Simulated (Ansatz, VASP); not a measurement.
# In: VASP beside Ansatz

File INCAR:

```
SYSTEM = In
PREC = Accurate
ENCUT = 520
EDIFF = 1E-6
ISMEAR = -1
SIGMA = 0.1
LREAL = .False.
LASPH = .True.
NELM = 80
ALGO = Normal
ISIF = 2
LWAVE = .False.
LCHARG = .False.
GGA = PS
NBANDS = 12
```

KPOINTS

```
regular mesh
0
Gamma
  16 16 16
  0 0 0
```

File POSCAR:

```
In
1.0
   -1.8308266263      1.8308266263      1.8308266263
    1.8308266263     -1.8308266263      1.8308266263
    1.8308266263      1.8308266263     -1.8308266263
In
1
Direct
    0.0000000000      0.0000000000      0.0000000000
```

Input for Ansatz:

```yaml
crystal:
  lattice:
    - [-1.8308266263, 1.8308266263, 1.8308266263]
    - [1.8308266263, -1.8308266263, 1.8308266263]
    - [1.8308266263, 1.8308266263, -1.8308266263]
  atoms:
    - { symbol: In, position: [0.0, 0.0, 0.0] }
kpoints:
  mp_grid: { grid: [16, 16, 16] }
scf:
  occupations: { method: fermi_dirac, width: 0.1 }
hamiltonian:
  xc: pbesol
  pseudopotentials: { kind: all_electron, lapw: { basis_error: 0.001 } }
output:
  forces: true
  stress: true
  eigenvalues: true
  populations: true
```

Change from the starting cell: volume scaled by 0.95, LAPW.

Alike in both runs: task single point; functional PBEsol; k mesh 16 × 16 × 16; occupations fermi-dirac, width 0.1 eV; no spin polarisation.

```csv
,VASP,Ansatz
version,VASP 6.6.1,Ansatz 0.2.0
potentials or method,"VASP PAW PBE potentials, release 64 (In_d), cutoff 520 eV","all-electron LAPW, scalar-relativistic"
```

|  | VASP | Ansatz | Ansatz less VASP |
| --- | --- | --- | --- |
| pressure (GPa) | 2.6 | 2.6 | +0.02 |

VASP's potentials were made for PBE, not for PBEsol. Ansatz ran all-electron here, and VASP with PAW potentials.
